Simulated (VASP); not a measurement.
# Ge (P-3m1) in VASP: single point with PBE

Aim: the single point of Ge with PBE.

Program: VASP 6.6.1. These are calculated values, not measurements. Logs are shortened: lines on timing, memory, paths and dates and some standing lists are left out, and cuts for length are marked.

### 1 The cell of the first run

The typed cell holds 3 atoms: a = 3.198 Å, b = 3.198 Å, c = 6.641 Å, α = 90.00°, β = 90.00°, γ = 120.00°.

The cell was built from a structure type or drawn by symmetry, and may not be a known phase.

### 2 Single point, PBE

Contents of INCAR:

```
SYSTEM = Ge
  PREC = Accurate
  ENCUT = 520
  EDIFF = 1E-6
  ISMEAR = 0
  SIGMA = 0.1
  LREAL = .FALSE.
  LASPH = .TRUE.
  NELM = 80
  ALGO = Normal
  ISIF = 2
  LWAVE = .FALSE.
  LCHARG = .TRUE.
  GGA = PE
  LELF = .TRUE.
  LVHAR = .TRUE.
  NBANDS = 28
```

Contents of KPOINTS:

```
Automatic mesh
0
G
  6 6 4
  0 0 0
```

Contents of POSCAR:

```
Ge
1.0
    3.1984932936      0.0000000000      0.0000000000
   -1.5992466468      2.7699764461      0.0000000000
    0.0000000000      0.0000000000      6.6407913392
Ge
3
Direct
    0.3333333333      0.6666666667      0.8332562610
    0.6666666667      0.3333333333      0.1667437390
    0.0000000000      0.0000000000      0.5000000000
```

Potentials or basis: VASP PAW PBE potentials, release 64 (Ge_d).

The run is started by

```console
> cat potpaw_PBE.64/Ge_d/POTCAR > POTCAR
> mpirun -np 1 vasp_std > vasp.out
```

OUTCAR:

```text
SYSTEM = Ge
   PREC = Accurate
   ENCUT = 520
   EDIFF = 1E-6
   ISMEAR = 0
   LREAL = .FALSE.
   LASPH = .TRUE.
   NELM = 80
   ISIF = 2
   GGA = PE

 ion  position               nearest neighbor table
   1  0.333  0.667  0.833-   3 2.88   3 2.88   3 2.88   2 2.88   2 2.88   2 2.88
   2  0.667  0.333  0.167-   3 2.88   3 2.88   3 2.88   1 2.88   1 2.88   1 2.88
   3  0.000  0.000  0.500-   1 2.88   2 2.88   2 2.88   1 2.88   2 2.88   1 2.88

  LATTYP: Found a hexagonal cell.
 ALAT       =     3.1984932936
 C/A-ratio  =     2.0762248752

  Lattice vectors:

 A1 = (   3.1984932936,   0.0000000000,   0.0000000000)
 A2 = (  -1.5992466468,   2.7699764461,   0.0000000000)
 A3 = (   0.0000000000,   0.0000000000,   6.6407913392)

Analysis of symmetry for initial positions (statically):
=====================================================================
 Subroutine PRICEL returns:
 Original cell was already a primitive cell.

 Routine SETGRP: Setting up the symmetry group for a
 hexagonal supercell.

 Subroutine GETGRP returns: Found 12 space group operations
 (whereof 12 operations were pure point group operations)
 out of a pool of 24 trial point group operations.

The static configuration has the point symmetry D_3d.

Analysis of symmetry for dynamics (positions and initial velocities):
=====================================================================
 Subroutine PRICEL returns:
 Original cell was already a primitive cell.

 Routine SETGRP: Setting up the symmetry group for a
 hexagonal supercell.

 Subroutine GETGRP returns: Found 12 space group operations
 (whereof 12 operations were pure point group operations)
 out of a pool of 24 trial point group operations.

The dynamic configuration has the point symmetry D_3d.

 Subroutine INISYM returns: Found 12 space group operations
 (whereof 12 operations are pure point group operations),
 and found     1 'primitive' translations

----------------------------------------------------------------------------------------

                                     Primitive cell

  volume of cell :      58.8358

  direct lattice vectors                    reciprocal lattice vectors
     3.198493294  0.000000000  0.000000000     0.312647209  0.180506950  0.000000000
    -1.599246647  2.769976446  0.000000000     0.000000000  0.361013900  0.000000000
     0.000000000  0.000000000  6.640791339     0.000000000  0.000000000  0.150584463

  length of vectors
     3.198493294  3.198493294  6.640791339     0.361013900  0.361013900  0.150584463

  position of ions in fractional coordinates (direct lattice)
     0.333333333  0.666666667  0.833256261
     0.666666667  0.333333333  0.166743739
     0.000000000  0.000000000  0.500000000

  ion indices of the primitive-cell ions
   primitive index   ion index
                 1           1
                 2           2
                 3           3

----------------------------------------------------------------------------------------

 KPOINTS: Automatic mesh

Automatic generation of k-mesh.
 Grid dimensions read from file:
 generate k-points for:    6    6    4

 Generating k-lattice:

  Cartesian coordinates                     Fractional coordinates (reciprocal lattice)
     0.052107868  0.030084492  0.000000000     0.166666667  0.000000000  0.000000000
     0.000000000  0.060168983  0.000000000     0.000000000  0.166666667  0.000000000
     0.000000000  0.000000000  0.037646116     0.000000000  0.000000000  0.250000000

  Length of vectors
     0.060168983  0.060168983  0.037646116

  Shift w.r.t. Gamma in fractional coordinates (k-lattice)
     0.000000000  0.000000000  0.000000000

 Subroutine IBZKPT returns following result:
 ===========================================

 Found     24 irreducible k-points:

 Following reciprocal coordinates:
            Coordinates               Weight
  0.000000  0.000000  0.000000      1.000000
  0.166667  0.000000  0.000000      6.000000
  0.333333  0.000000  0.000000      6.000000
  0.500000  0.000000  0.000000      3.000000
  0.166667  0.166667  0.000000      6.000000
  0.333333  0.166667  0.000000     12.000000
[... 16 lines left out ...]
  0.333333  0.166667  0.500000     12.000000
  0.333333  0.333333  0.500000      2.000000
   k-points           NKPTS =     24   k-points in BZ     NKDIM =     24   number of bands    NBANDS=     28
   number of dos      NEDOS =    301   number of ions     NIONS =      3
   total plane-waves  NPLWV =  28800
   dimension x,y,z NGX =    24 NGY =   24 NGZ =   50
   dimension x,y,z NGXF=    48 NGYF=   48 NGZF=  100
   ions per type =               3
   NGX,Y,Z   is equivalent  to a cutoff of  12.47, 12.47, 12.52 a.u.
   NGXF,Y,Z  is equivalent  to a cutoff of  24.95, 24.95, 25.03 a.u.
 SYSTEM =  Ge
   PREC   = accura    normal or accurate (medium, high low for compatibility)
   ISTART =      0    job   : 0-new  1-cont  2-samecut
   ICHARG =      2    charge: 1-file 2-atom 10-const
   ISPIN  =      1    spin polarized calculation?
   LNONCOLLINEAR =      F non collinear calculations
   LSORBIT =      F    spin-orbit coupling
   LASPH  =      T    aspherical Exc in radial PAW
   ENCUT  =  520.0 eV  38.22 Ry    6.18 a.u.   5.95  5.95 12.35*2*pi/ulx,y,z
   NELM   =     80;   NELMIN=  2; NELMDL= -5     # of ELM steps
   EDIFF  = 0.1E-05   stopping-criterion for ELM
   LREAL  =      F    real-space projection
   EDIFFG = 0.1E-04   stopping-criterion for IOM
   NSW    =      0    number of steps for IOM
   IBRION =     -1    ionic relax: 0-MD 1-quasi-New 2-CG
   NFREE  =      0    steps in history (QN), initial steepest desc. (CG)
   ISIF   =      2    stress and relaxation
   ISYM   =      2    0-nonsym 1-usesym 2-fastsym
   POTIM  = 0.5000    time-step for ionic-motion
   TEBEG  =    0.0;   TEEND  =   0.0 temperature during run
   PSTRESS=    0.0 pullay stress
   NELECT =      42.0000    total number of electrons
   NUPDOWN=      -1.0000    fix difference up-down
   EMIN   =  10.00;   EMAX   =-10.00  energy-range for DOS
   EFERMI =   0.00;   METHOD = LEGACY
   ISMEAR =     0;   SIGMA  =   0.10  broadening in eV -4-tet -1-fermi 0-gaus
   EFERMI_NEDOS =   21; number of points for ismear=-14 and -15
   IALGO  =     38    algorithm
   IMIX   =      4    mixing-type and parameters
     AMIX     =   0.40;   BMIX     =  1.00
     AMIX_MAG =   1.60;   BMIX_MAG =  1.00
  volume/ion in A,a.u.               =      19.61       132.35
  Fermi-wavevector in a.u.,A,eV,Ry     =   1.463112  2.764880 29.125934  2.140696
  Thomas-Fermi vector in A             =   2.579245
   LORBIT       =      0    0 simple, 1 ext, 2 COOP (PROOUT), +10 PAW based schemes
   GGA     = PE    functional components
   LHFCALC =     F    Hartree Fock is set to
   AEXX    =    0.0000 exact exchange contribution
   IVDW    =     0    specifies the selected vdW correction
   LEPSILON=     F    determine dielectric tensor
   LRPA    =     F    only Hartree local field effects (RPA)
 non-spin polarized calculation
 Gauss-broadening in eV      SIGMA  =   0.10
  energy-cutoff  :      520.00
  volume of cell :       58.84
 maximum number of plane-waves:      1608
   NGX = 11   NGY = 11   NGZ = 25

 number of electron      42.0000034 magnetization

 Free energy of the ion-electron system (eV)
  ---------------------------------------------------
  ext. energy  EPLUGINS =         0.00000000
  ---------------------------------------------------
  free energy    TOTEN  =       -12.53572710 eV

  energy without entropy =      -12.53185026  energy(sigma->0) =      -12.53378868

 E-fermi :   6.3898     XC(G=0): -11.0906

 val. band max:        6.0282426456   @ k =   0.3333   0.0000   0.0000
 cond. band min:       6.4387407826   @ k =   0.3333   0.1667   0.2500
 fundamental gap:      0.4104981370
 Fermi energy:         6.3897703916

 k-point     1 :       0.0000    0.0000    0.0000
  band No.  band energies     occupation
      1     -18.3972      2.00000
      2     -18.3972      2.00000
      3     -18.3551      2.00000
      4     -18.3545      2.00000
      5     -18.3499      2.00000
      6     -18.3499      2.00000
[... 20 lines left out ...]
     27      15.7356      0.00000
     28      15.7393      0.00000

 k-point     2 :       0.1667    0.0000    0.0000
  band No.  band energies     occupation
      1     -18.3906      2.00000
      2     -18.3904      2.00000
      3     -18.3718      2.00000
      4     -18.3539      2.00000
      5     -18.3513      2.00000
      6     -18.3433      2.00000
[... 20 lines left out ...]
     27      14.1169      0.00000
     28      14.3476      0.00000

 k-point     3 :       0.3333    0.0000    0.0000
  band No.  band energies     occupation
      1     -18.4037      2.00000
      2     -18.3769      2.00000
      3     -18.3730      2.00000
      4     -18.3719      2.00000
      5     -18.3453      2.00000
      6     -18.3429      2.00000
[... 20 lines left out ...]
     27      12.1442      0.00000
     28      12.3029      0.00000

 k-point     4 :       0.5000    0.0000    0.0000
  band No.  band energies     occupation
      1     -18.4205      2.00000
      2     -18.3822      2.00000
      3     -18.3617      2.00000
      4     -18.3612      2.00000
      5     -18.3507      2.00000
      6     -18.3500      2.00000
[... 578 lines left out ...]
     27      12.5096      0.00000
     28      15.9859      0.00000

 k-point    23 :       0.3333    0.1667    0.5000
  band No.  band energies     occupation
      1     -18.3947      2.00000
      2     -18.3917      2.00000
      3     -18.3648      2.00000
      4     -18.3633      2.00000
      5     -18.3584      2.00000
      6     -18.3565      2.00000
[... 20 lines left out ...]
     27      11.9093      0.00000
     28      15.8050      0.00000

 k-point    24 :       0.3333    0.3333    0.5000
  band No.  band energies     occupation
      1     -18.3785      2.00000
      2     -18.3781      2.00000
      3     -18.3781      2.00000
      4     -18.3547      2.00000
      5     -18.3547      2.00000
      6     -18.3545      2.00000
[... 20 lines left out ...]
     27       8.6300      0.00000
     28      19.9423      0.00000

------------------------ aborting loop because EDIFF is reached ----------------------------------------

  FORCE on cell =-STRESS in cart. coord.  units (eV):
  Direction    XX          YY          ZZ          XY          YZ          ZX
  --------------------------------------------------------------------------------------
  -------------------------------------------------------------------------------------
  Total       -0.0450212     -0.0450212     -0.0417619      0.0000000     -0.0000000      0.0000000
  in kB       -1.2259883     -1.2259883     -1.1372324      0.0000000     -0.0000000      0.0000000
  external PRESSURE =      -1.1964030 kB  Pullay stress =       0.0000000 kB

 VOLUME and BASIS-vectors are now :
 -----------------------------------------------------------------------------
  energy-cutoff  :      520.00
  volume of cell :       58.84
      direct lattice vectors                 reciprocal lattice vectors
     3.198493294  0.000000000  0.000000000     0.312647209  0.180506950  0.000000000
    -1.599246647  2.769976446  0.000000000     0.000000000  0.361013900  0.000000000
     0.000000000  0.000000000  6.640791339     0.000000000  0.000000000  0.150584463

 POSITION                                       TOTAL-FORCE (eV/Angst)
 -----------------------------------------------------------------------------------
     -0.00000      1.84665      5.53348        -0.000000      0.000000      0.003089
      1.59925      0.92333      1.10731         0.000000      0.000000     -0.003089
      0.00000      0.00000      3.32040         0.000000      0.000000      0.000000
 -----------------------------------------------------------------------------------
    total drift:                                0.000000     -0.000000      0.000000

  FREE ENERGIE OF THE ION-ELECTRON SYSTEM (eV)
  ---------------------------------------------------
  free  energy   TOTEN  =       -12.5357270986 eV

  energy  without entropy=      -12.5318502580  energy(sigma->0) =      -12.53378868
```

Wall time 13 s (1 thread of Intel Xeon 6975P-C (Granite Rapids), shared host); peak memory 0.18 GiB.

Results:

```
Free energy            : -12.5357 eV
Pressure               : -0.1 GPa
Largest force          : 0.003 eV/Å
Band gap on the k mesh : zero (bands 21 and 22 overlap by 7.10 eV)
```

Forces in eV/Å, atoms in the order of the input:
```
Ge   0.000  0.000  0.003
Ge   0.000  0.000 -0.003
Ge   0.000  0.000  0.000
```

Levels at points of the mesh, in eV from the Fermi level:
```
           k point  band 19  band 20  band 21  band 22  band 23  band 24
(0.00, 0.00, 0.00)     0.58     0.58     4.98     4.98     4.98     4.98
(0.50, 0.00, 0.00)    -4.11    -3.81    -3.81     1.02     4.16     4.16
(0.00, 0.00, 0.50)    -4.65     4.60     4.60     6.22     6.22     6.22
(0.50, 0.00, 0.50)    -5.51    -0.92    -0.92     0.42     0.42     1.90
```

Caveat: the k points lie up to 0.38 Å⁻¹ apart, too coarse for converged energies and pressures of a metal.
